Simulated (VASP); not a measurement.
# Ti3Si (Fm-3m) in VASP: notebook, part 2 of 2

VASP 6.6.1. The steps go on from the part before.

## 3. Single point, r2SCAN

Input file POSCAR:

```
Ti3Si
1.0
    0.0000000000      3.1443560000      3.1443560000
    3.1443560000      0.0000000000      3.1443560000
    3.1443560000      3.1443560000      0.0000000000
Ti Si
3 1
Direct
    0.7500000000      0.7500000000      0.7500000000
    0.2500000000      0.2500000000      0.2500000000
    0.0000000000      0.0000000000      0.0000000000
    0.5000000000      0.5000000000      0.5000000000
```

Input file INCAR.step1:

```
PREC     = Accurate       # precision mode
ENCUT    = 520            # plane-wave cutoff, eV
ISMEAR   = 1              # smearing method
SIGMA    = 0.15           # smearing width, eV
LREAL    = False          # projectors in reciprocal space
LASPH    = True           # aspherical terms in the spheres
NELM     = 80             # most SCF steps
NBANDS   = 28             # bands
GGA      = PE             # functional
ALGO     = Normal         # electronic algorithm
EDIFF    = 1E-4           # SCF threshold, eV
LWAVE    = True           # write WAVECAR
LCHARG   = False          # write CHGCAR
```

Input file INCAR.step2:

```
PREC     = Accurate       # precision mode
ENCUT    = 520            # plane-wave cutoff, eV
EDIFF    = 1E-6           # SCF threshold, eV
ISMEAR   = 1              # smearing method
SIGMA    = 0.15           # smearing width, eV
LREAL    = False          # projectors in reciprocal space
LASPH    = True           # aspherical terms in the spheres
NELM     = 80             # most SCF steps
ALGO     = Normal         # electronic algorithm
ISIF     = 2              # what is computed and relaxed
LWAVE    = False          # write WAVECAR
LCHARG   = False          # write CHGCAR
METAGGA  = R2SCAN         # meta-GGA
LMIXTAU  = True         
NBANDS   = 28             # bands
ISTART   = 1
```

Input file KPOINTS:

```
Automatic mesh
0
Gamma
  8 8 8
```

Potentials or basis: VASP PAW PBE potentials, release 64 (Ti_sv, Si).

Run with:

```
> cat potpaw_PBE.64/Ti_sv/POTCAR potpaw_PBE.64/Si/POTCAR > POTCAR
> cp INCAR.step1 INCAR
> mpirun -np 1 vasp_std > vasp.out
> cp INCAR.step2 INCAR
> mpirun -np 1 vasp_std > vasp.out
```

OUTCAR:

```text
PREC = Accurate
   ENCUT = 520
   EDIFF = 1E-6
   ISMEAR = 1
   LREAL = False
   LASPH = True
   NELM = 80
   ISIF = 2
   METAGGA = R2SCAN
   ISTART = 1

 ion  position               nearest neighbor table
   1  0.750  0.750  0.750-   4 2.72   4 2.72   4 2.72   3 2.72   4 2.72   3 2.72   3 2.72   3 2.72

   2  0.250  0.250  0.250-   3 2.72   3 2.72   3 2.72   3 2.72   4 2.72   4 2.72   4 2.72   4 2.72

   3  0.000  0.000  0.000-   1 2.72   1 2.72   1 2.72   1 2.72   2 2.72   2 2.72   2 2.72   2 2.72

   4  0.500  0.500  0.500-   2 2.72   2 2.72   2 2.72   1 2.72   2 2.72   1 2.72   1 2.72   1 2.72

  LATTYP: Found a face centered cubic cell.
 ALAT       =     6.2887120000

  Lattice vectors:

 A1 = (   0.0000000000,   3.1443560000,   3.1443560000)
 A2 = (   3.1443560000,   0.0000000000,   3.1443560000)
 A3 = (   3.1443560000,   3.1443560000,   0.0000000000)

Analysis of symmetry for initial positions (statically):
=====================================================================
 Subroutine PRICEL returns:
 Original cell was already a primitive cell.

 Routine SETGRP: Setting up the symmetry group for a
 face centered cubic supercell.

 Subroutine GETGRP returns: Found 48 space group operations
 (whereof 48 operations were pure point group operations)
 out of a pool of 48 trial point group operations.

The static configuration has the point symmetry O_h .

Analysis of symmetry for dynamics (positions and initial velocities):
=====================================================================
 Subroutine PRICEL returns:
 Original cell was already a primitive cell.

 Routine SETGRP: Setting up the symmetry group for a
 face centered cubic supercell.

 Subroutine GETGRP returns: Found 48 space group operations
[... 123 lines left out ...]
   EFERMI_NEDOS =   21; number of points for ismear=-14 and -15
   IALGO  =     38    algorithm
   IMIX   =      4    mixing-type and parameters
     AMIX     =   0.40;   BMIX     =  1.00
     AMIX_MAG =   1.60;   BMIX_MAG =  1.00
  volume/ion in A,a.u.               =      15.54       104.90
  Fermi-wavevector in a.u.,A,eV,Ry     =   1.413253  2.670660 27.174683  1.997283
  Thomas-Fermi vector in A             =   2.534917
   LORBIT       =      0    0 simple, 1 ext, 2 COOP (PROOUT), +10 PAW based schemes
   METAGGA = R2SCAN    functional components
   LHFCALC =     F    Hartree Fock is set to
   AEXX    =    0.0000 exact exchange contribution
   IVDW    =     0    specifies the selected vdW correction
   LEPSILON=     F    determine dielectric tensor
   LRPA    =     F    only Hartree local field effects (RPA)
 non-spin polarized calculation
 Methfessel and Paxton  Order N= 1 SIGMA  =   0.15
  energy-cutoff  :      520.00
  volume of cell :       62.18
 maximum number of plane-waves:      1700
 NGX is ok and might be reduce to    36
   NGX = 17   NGY = 17   NGZ = 17

 number of electron      39.9999991 magnetization

 Free energy of the ion-electron system (eV)
  ---------------------------------------------------
  ext. energy  EPLUGINS =         0.00000000
  ---------------------------------------------------
  free energy    TOTEN  =       -48.85550768 eV

  energy without entropy =      -48.85004963  energy(sigma->0) =      -48.85368833

 E-fermi :   9.3477     XC(G=0): -12.6332

 val. band max:        9.3222901895   @ k =   0.5000   0.1250   0.0000
 cond. band min:       9.3568057144   @ k =   0.5000   0.3750   0.0000
 fundamental gap:      0.0345155249
 Fermi energy:         9.3476952815

 k-point     1 :       0.0000    0.0000    0.0000
  band No.  band energies     occupation
      1     -49.5604      2.00000
      2     -49.4766      2.00000
      3     -48.9965      2.00000
      4     -24.8324      2.00000
      5     -24.8323      2.00000
      6     -24.8323      2.00000
[... 733 lines left out ...]
     27      12.3914      0.00000
     28      12.6829      0.00000

 [... further k-points ...]

------------------------ aborting loop because EDIFF is reached ----------------------------------------

  FORCE on cell =-STRESS in cart. coord.  units (eV):
  Direction    XX          YY          ZZ          XY          YZ          ZX
  --------------------------------------------------------------------------------------
  -------------------------------------------------------------------------------------
  Total       -0.6545545     -0.6545545     -0.6545545      0.0000000     -0.0000000     -0.0000000
  in kB      -16.8667436    -16.8667436    -16.8667436      0.0000000     -0.0000000     -0.0000000
  external PRESSURE =     -16.8667436 kB  Pullay stress =       0.0000000 kB

 VOLUME and BASIS-vectors are now :
 -----------------------------------------------------------------------------
  energy-cutoff  :      520.00
  volume of cell :       62.18
      direct lattice vectors                 reciprocal lattice vectors
     0.000000000  3.144356000  3.144356000    -0.159015073  0.159015073  0.159015073
     3.144356000  0.000000000  3.144356000     0.159015073 -0.159015073  0.159015073
     3.144356000  3.144356000  0.000000000     0.159015073  0.159015073 -0.159015073

 POSITION                                       TOTAL-FORCE (eV/Angst)
 -----------------------------------------------------------------------------------
      4.71653      4.71653      4.71653         0.000000      0.000000      0.000000
      1.57218      1.57218      1.57218        -0.000000     -0.000000     -0.000000
      0.00000      0.00000      0.00000        -0.000000     -0.000000      0.000000
      3.14436      3.14436      3.14436        -0.000000     -0.000000      0.000000
 -----------------------------------------------------------------------------------
    total drift:                                0.000000      0.000000      0.000000

  FREE ENERGIE OF THE ION-ELECTRON SYSTEM (eV)
  ---------------------------------------------------
  free  energy   TOTEN  =       -48.8555076809 eV

  energy  without entropy=      -48.8500496346  energy(sigma->0) =      -48.85368833
```

OSZICAR.step1:

```text
N       E                     dE             d eps       ncg     rms          rms(c)
DAV:   1     0.472309935131E+03    0.47231E+03   -0.19947E+04  1624   0.171E+03
DAV:   2     0.196839359097E+02   -0.45263E+03   -0.44392E+03  1632   0.506E+02
DAV:   3    -0.289489198069E+02   -0.48633E+02   -0.47569E+02  2884   0.147E+02
DAV:   4    -0.332918392106E+02   -0.43429E+01   -0.43160E+01  2424   0.366E+01
DAV:   5    -0.334999927415E+02   -0.20815E+00   -0.20800E+00  2484   0.711E+00    0.165E+01
DAV:   6    -0.300527022226E+02    0.34473E+01   -0.19084E+01  2352   0.352E+01    0.413E+00
DAV:   7    -0.301379154240E+02   -0.85213E-01   -0.13335E+00  2272   0.839E+00    0.310E+00
DAV:   8    -0.301505588512E+02   -0.12643E-01   -0.31451E-01  2320   0.620E+00    0.235E+00
DAV:   9    -0.301547589523E+02   -0.42001E-02   -0.33023E-01  2240   0.533E+00    0.737E-01
DAV:  10    -0.301444971796E+02    0.10262E-01   -0.89896E-02  2132   0.261E+00    0.430E-01
DAV:  11    -0.301462183310E+02   -0.17212E-02   -0.11840E-02  2124   0.102E+00    0.947E-02
DAV:  12    -0.301462279451E+02   -0.96141E-05   -0.12306E-03  2232   0.315E-01    0.314E-02
DAV:  13    -0.301462245487E+02    0.33964E-05   -0.60087E-05  1156   0.832E-02
   1 F= -.30146225E+02 E0= -.30143134E+02  d E =-.927213E-02
```

Run time: 1.8 min. Hardware: 1 thread of Intel Xeon 6975P-C (Granite Rapids), shared host; peak memory 0.23 GiB.

What came out:

```
Free energy            : -48.8555 eV
Pressure               : -1.7 GPa
Band gap on the k mesh : zero (bands 20 and 21 overlap by 0.50 eV)
```

Caveat: the PAW data sets were made with another functional, which shifts forces and pressure a little.
